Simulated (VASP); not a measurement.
# Mo (P-1) in VASP: single point with PBE

Aim: the single point of Mo with PBE.

Program: VASP 6.6.1. These are calculated values, not measurements. Logs are shortened: lines on timing, memory, paths and dates and some standing lists are left out, and cuts for length are marked.

## 1. The cell of the first run

The typed cell holds 2 atoms: a = 5.159 Å, b = 2.990 Å, c = 2.975 Å, α = 60.27°, β = 73.23°, γ = 90.98°.

## 2. Single point, PBE

INCAR

```
ALGO     = Normal         # electronic algorithm
EDIFF    = 1E-7           # SCF threshold, eV
ENCUT    = 520            # plane-wave cutoff, eV
GGA      = PE             # functional
ISIF     = 2              # what is computed and relaxed
ISMEAR   = 0              # smearing method
LASPH    = T              # aspherical terms in the spheres
LCHARG   = T              # write CHGCAR
LELF     = T              # ELF
LREAL    = F              # projectors in reciprocal space
LVHAR    = T            
LWAVE    = F              # write WAVECAR
NBANDS   = 21             # bands
NELM     = 80             # most SCF steps
PREC     = Accurate       # precision mode
SIGMA    = 0.0493         # smearing width, eV
```

KPOINTS

```
Automatic mesh
0
Gamma
  4 7 7
  0.5 0 0
```

POSCAR

```
Mo
1.0
   -2.1224930000      4.2267070000      2.0602280000
    2.1229370000     -0.0224480000      2.1055670000
    2.1029520000      2.1048140000     -0.0024620000
Mo
2
Direct
    0.9418540000      0.8917440000      0.9993450000
    0.4422920000      0.4937630000      0.0580310000
```

Potentials or basis: VASP PAW PBE potentials, release 64 (Mo_sv).

Command:

```bash
cat potpaw_PBE.64/Mo_sv/POTCAR > POTCAR
mpirun -np 1 vasp_std > vasp.out
```

OUTCAR:

```text
EDIFF = 1E-7
   ENCUT = 520
   GGA = PE
   ISIF = 2
   ISMEAR = 0
   LASPH = T
   LREAL = F
   NELM = 80
   PREC = Accurate

 ion  position               nearest neighbor table
   1  0.942  0.892  0.999-   2 2.74   2 2.88   2 2.90   2 3.08   2 3.18   2 3.22
   2  0.442  0.494  0.058-   1 2.74   1 2.88   1 2.90   1 3.08   1 3.18   1 3.22

  LATTYP: Found a triclinic cell.
 ALAT       =     2.9949005462
 B/A-ratio  =     0.9934691107
 C/A-ratio  =     1.7091870217
 COS(alpha) =     0.0008400632
 COS(beta)  =     0.2790996633
 COS(gamma) =     0.4983422285

  Lattice vectors:

 A1 = (  -0.0199850000,   2.1272620000,  -2.1080290000)
 A2 = (   2.1029520000,   2.1048140000,  -0.0024620000)
 A3 = (   2.1025080000,  -2.0994450000,  -4.1682570000)

Analysis of symmetry for initial positions (statically):
=====================================================================
 Subroutine PRICEL returns:
 Original cell was already a primitive cell.

 Routine SETGRP: Setting up the symmetry group for a
 triclinic supercell.

 Subroutine GETGRP returns: Found  2 space group operations
 (whereof  1 operations were pure point group operations)
 out of a pool of  2 trial point group operations.

The static configuration has the point symmetry C_1 .
 The point group associated with its full space group is S_2 .

Analysis of symmetry for dynamics (positions and initial velocities):
=====================================================================
 Subroutine PRICEL returns:
 Original cell was already a primitive cell.

 Routine SETGRP: Setting up the symmetry group for a
 triclinic supercell.

 Subroutine GETGRP returns: Found  2 space group operations
 (whereof  1 operations were pure point group operations)
 out of a pool of  2 trial point group operations.

The dynamic configuration has the point symmetry C_1 .
 The point group associated with its full space group is S_2 .

 Subroutine INISYM returns: Found  2 space group operations
 (whereof  1 operations are pure point group operations),
 and found     1 'primitive' translations

----------------------------------------------------------------------------------------

                                     Primitive cell

  volume of cell :      37.4471

  direct lattice vectors                    reciprocal lattice vectors
    -2.122493000  4.226707000  2.060228000    -0.118347485  0.118383839  0.120585920
     2.122937000 -0.022448000  2.105567000     0.116078452 -0.115558575  0.356663408
     2.102952000  2.104814000 -0.002462000     0.238893257  0.236140647 -0.238346464

  length of vectors
     5.158930898  2.990113344  2.975341182     0.206305174  0.392475194  0.411875503

  position of ions in fractional coordinates (direct lattice)
     0.941854000  0.891744000  0.999345000
     0.442292000  0.493763000  0.058031000

  ion indices of the primitive-cell ions
   primitive index   ion index
                 1           1
                 2           2

----------------------------------------------------------------------------------------

 KPOINTS: Automatic mesh

Automatic generation of k-mesh.
 Grid dimensions read from file:
 generate k-points for:    4    7    7

 Generating k-lattice:

  Cartesian coordinates                     Fractional coordinates (reciprocal lattice)
    -0.029586871  0.029595960  0.030146480     0.250000000  0.000000000  0.000000000
     0.016582636 -0.016508368  0.050951915    -0.000000000  0.142857143  0.000000000
     0.034127608  0.033734378 -0.034049495     0.000000000  0.000000000  0.142857143

  Length of vectors
     0.051576293  0.056067885  0.058839358

  Shift w.r.t. Gamma in fractional coordinates (k-lattice)
     0.500000000  0.000000000  0.000000000

 Subroutine IBZKPT returns following result:
 ===========================================

 Found     98 irreducible k-points:

 Following reciprocal coordinates:
            Coordinates               Weight
  0.125000 -0.000000 -0.000000      2.000000
  0.375000 -0.000000  0.000000      2.000000
  0.125000  0.142857  0.000000      2.000000
  0.375000  0.142857  0.000000      2.000000
 -0.375000  0.142857 -0.000000      2.000000
 -0.125000  0.142857  0.000000      2.000000
[... 16 lines left out ...]
  0.125000  0.285714  0.142857      2.000000
  0.375000  0.285714  0.142857      2.000000
 [... further k-points ...]
   k-points           NKPTS =     98   k-points in BZ     NKDIM =     98   number of bands    NBANDS=     21
   number of dos      NEDOS =    301   number of ions     NIONS =      2
   total plane-waves  NPLWV =  23040
   dimension x,y,z NGX =    40 NGY =   24 NGZ =   24
   dimension x,y,z NGXF=    80 NGYF=   48 NGZF=   48
   ions per type =               2
   NGX,Y,Z   is equivalent  to a cutoff of  12.89, 13.34, 13.41 a.u.
   NGXF,Y,Z  is equivalent  to a cutoff of  25.78, 26.69, 26.82 a.u.
 SYSTEM =  unknown system
   PREC   = accura    normal or accurate (medium, high low for compatibility)
   ISTART =      0    job   : 0-new  1-cont  2-samecut
   ICHARG =      2    charge: 1-file 2-atom 10-const
   ISPIN  =      1    spin polarized calculation?
   LNONCOLLINEAR =      F non collinear calculations
   LSORBIT =      F    spin-orbit coupling
   LASPH  =      T    aspherical Exc in radial PAW
   ENCUT  =  520.0 eV  38.22 Ry    6.18 a.u.   9.59  5.56  5.53*2*pi/ulx,y,z
   NELM   =     80;   NELMIN=  2; NELMDL= -5     # of ELM steps
   EDIFF  = 0.1E-06   stopping-criterion for ELM
   LREAL  =      F    real-space projection
   EDIFFG = 0.1E-05   stopping-criterion for IOM
   NSW    =      0    number of steps for IOM
   IBRION =     -1    ionic relax: 0-MD 1-quasi-New 2-CG
   NFREE  =      0    steps in history (QN), initial steepest desc. (CG)
   ISIF   =      2    stress and relaxation
   ISYM   =      2    0-nonsym 1-usesym 2-fastsym
   POTIM  = 0.5000    time-step for ionic-motion
   TEBEG  =    0.0;   TEEND  =   0.0 temperature during run
   PSTRESS=    0.0 pullay stress
   NELECT =      28.0000    total number of electrons
   NUPDOWN=      -1.0000    fix difference up-down
   EMIN   =  10.00;   EMAX   =-10.00  energy-range for DOS
   EFERMI =   0.00;   METHOD = LEGACY
   ISMEAR =     0;   SIGMA  =   0.05  broadening in eV -4-tet -1-fermi 0-gaus
   EFERMI_NEDOS =   21; number of points for ismear=-14 and -15
   IALGO  =     38    algorithm
   IMIX   =      4    mixing-type and parameters
     AMIX     =   0.40;   BMIX     =  1.00
     AMIX_MAG =   1.60;   BMIX_MAG =  1.00
  volume/ion in A,a.u.               =      18.72       126.35
  Fermi-wavevector in a.u.,A,eV,Ry     =   1.485895  2.807934 30.040077  2.207883
  Thomas-Fermi vector in A             =   2.599249
   LORBIT       =      0    0 simple, 1 ext, 2 COOP (PROOUT), +10 PAW based schemes
   GGA     = PE    functional components
   LHFCALC =     F    Hartree Fock is set to
   AEXX    =    0.0000 exact exchange contribution
   IVDW    =     0    specifies the selected vdW correction
   LEPSILON=     F    determine dielectric tensor
   LRPA    =     F    only Hartree local field effects (RPA)
 non-spin polarized calculation
 Gauss-broadening in eV      SIGMA  =   0.05
  energy-cutoff  :      520.00
  volume of cell :       37.45
 maximum number of plane-waves:      1029
 NGX is ok and might be reduce to    40
   NGX = 19   NGY = 11   NGZ = 11

 number of electron      28.0000001 magnetization

 Free energy of the ion-electron system (eV)
  ---------------------------------------------------
  ext. energy  EPLUGINS =         0.00000000
  ---------------------------------------------------
  free energy    TOTEN  =       -20.55433908 eV

  energy without entropy =      -20.54970153  energy(sigma->0) =      -20.55202031

 E-fermi :   9.6358     XC(G=0): -12.3733

 val. band max:        9.6328189755   @ k =  -0.1250  -0.1429   0.1429
 cond. band min:       9.6364173138   @ k =  -0.3750  -0.0000   0.4286
 fundamental gap:      0.0035983382
 Fermi energy:         9.6358357616

 k-point     1 :       0.1250   -0.0000   -0.0000
  band No.  band energies     occupation
      1     -51.2703      2.00000
      2     -51.1428      2.00000
      3     -25.6712      2.00000
      4     -24.9874      2.00000
      5     -24.9636      2.00000
      6     -24.9296      2.00000
[... 13 lines left out ...]
     20      12.5271      0.00000
     21      19.1896      0.00000

 k-point     2 :       0.3750   -0.0000    0.0000
  band No.  band energies     occupation
      1     -51.2336      2.00000
      2     -51.1801      2.00000
      3     -25.4429      2.00000
      4     -25.1173      2.00000
      5     -24.9761      2.00000
      6     -24.9644      2.00000
[... 13 lines left out ...]
     20      12.3243      0.00000
     21      21.4911      0.00000

 k-point     3 :       0.1250    0.1429    0.0000
  band No.  band energies     occupation
      1     -51.2466      2.00000
      2     -51.1391      2.00000
      3     -25.5978      2.00000
      4     -25.0953      2.00000
      5     -25.0300      2.00000
      6     -24.9867      2.00000
[... 13 lines left out ...]
     20      13.7514      0.00000
     21      19.6603      0.00000

 k-point     4 :       0.3750    0.1429    0.0000
  band No.  band energies     occupation
      1     -51.2073      2.00000
      2     -51.1789      2.00000
      3     -25.3756      2.00000
      4     -25.2126      2.00000
      5     -25.0787      2.00000
      6     -24.9952      2.00000
[... 13 lines left out ...]
     20      12.9379      0.00000
     21      22.3005      0.00000

 k-point     5 :      -0.3750    0.1429   -0.0000
  band No.  band energies     occupation
      1     -51.2289      2.00000
      2     -51.1571      2.00000
      3     -25.4982      2.00000
      4     -25.1611      2.00000
      5     -25.0296      2.00000
      6     -24.9973      2.00000
[... 13 lines left out ...]
     20      12.6439      0.00000
     21      21.2644      0.00000
[... 382 lines left out ...]
     20      12.9812      0.00000
     21      22.4060      0.00000

 k-point    22 :      -0.1250    0.1429    0.1429
  band No.  band energies     occupation
      1     -51.2498      2.00000
      2     -51.1346      2.00000
      3     -25.6197      2.00000
      4     -25.0922      2.00000
      5     -25.0464      2.00000
      6     -24.9784      2.00000
[... 13 lines left out ...]
     20      13.9172      0.00000
     21      19.5683      0.00000

 k-point    23 :       0.1250    0.2857    0.1429
  band No.  band energies     occupation
      1     -51.2195      2.00000
      2     -51.1199      2.00000
      3     -25.5555      2.00000
      4     -25.2378      2.00000
      5     -25.2061      2.00000
      6     -25.0735      2.00000
[... 13 lines left out ...]
     20      15.2959      0.00000
     21      19.2063      0.00000

 k-point    24 :       0.3750    0.2857    0.1429
  band No.  band energies     occupation
      1     -51.1856      2.00000
      2     -51.1542      2.00000
      3     -25.4257      2.00000
      4     -25.3183      2.00000
      5     -25.1479      2.00000
      6     -25.0663      2.00000
[... 13 lines left out ...]
     20      13.6597      0.00000
     21      22.0455      0.00000

 [... further k-points ...]
[... 5 lines left out ...]
  --------------------------------------------------------------------------------------
  -------------------------------------------------------------------------------------
  Total       -7.0134421     -5.2169733     -5.8054067     -0.0889534     -0.4460006     -0.2185475
  in kB     -300.0706056   -223.2085636   -248.3847301     -3.8058780    -19.0821688     -9.3505693
  external PRESSURE =    -257.2212998 kB  Pullay stress =       0.0000000 kB

 VOLUME and BASIS-vectors are now :
 -----------------------------------------------------------------------------
  energy-cutoff  :      520.00
  volume of cell :       37.45
      direct lattice vectors                 reciprocal lattice vectors
    -2.122493000  4.226707000  2.060228000    -0.118347485  0.118383839  0.120585920
     2.122937000 -0.022448000  2.105567000     0.116078452 -0.115558575  0.356663408
     2.102952000  2.104814000 -0.002462000     0.238893257  0.236140647 -0.238346464

 POSITION                                       TOTAL-FORCE (eV/Angst)
 -----------------------------------------------------------------------------------
      1.99561      6.06436      3.81560        -0.039219     -0.145895     -0.124253
      0.23150      1.98050      1.95073         0.039219      0.145895      0.124253
 -----------------------------------------------------------------------------------
    total drift:                                0.000001      0.000009      0.000016

  FREE ENERGIE OF THE ION-ELECTRON SYSTEM (eV)
  ---------------------------------------------------
  free  energy   TOTEN  =       -20.5543390792 eV

  energy  without entropy=      -20.5497015339  energy(sigma->0) =      -20.55202031
```

Wall time 73 s (1 thread of Intel Xeon 8259CL, shared host); peak memory 0.2 GiB.

Results:

```yaml
Free_energy: -20.5543 eV
Pressure: -25.7 GPa
Largest_force: 0.196 eV/Å
Band_gap_on_the_k_mesh: zero (band 14 reaches 10.14 eV, above the bottom of band 15 at 9.40 eV)
```

Forces in eV/Å, atoms in the order of the input:
```
Mo  -0.039 -0.146 -0.124
Mo   0.039  0.146  0.124
```

Levels at points of the mesh, in eV from the Fermi level:
| k point | band 11 | band 12 | band 13 | band 14 | band 15 | band 16 | band 17 | band 18 |
| --- | --- | --- | --- | --- | --- | --- | --- | --- |
| (0.12, 0.00, 0.00) | -1.04 | -0.76 | -0.51 | -0.46 | -0.24 | 0.77 | 1.30 | 1.34 |

Caveat: the k points lie up to 0.37 Å⁻¹ apart.
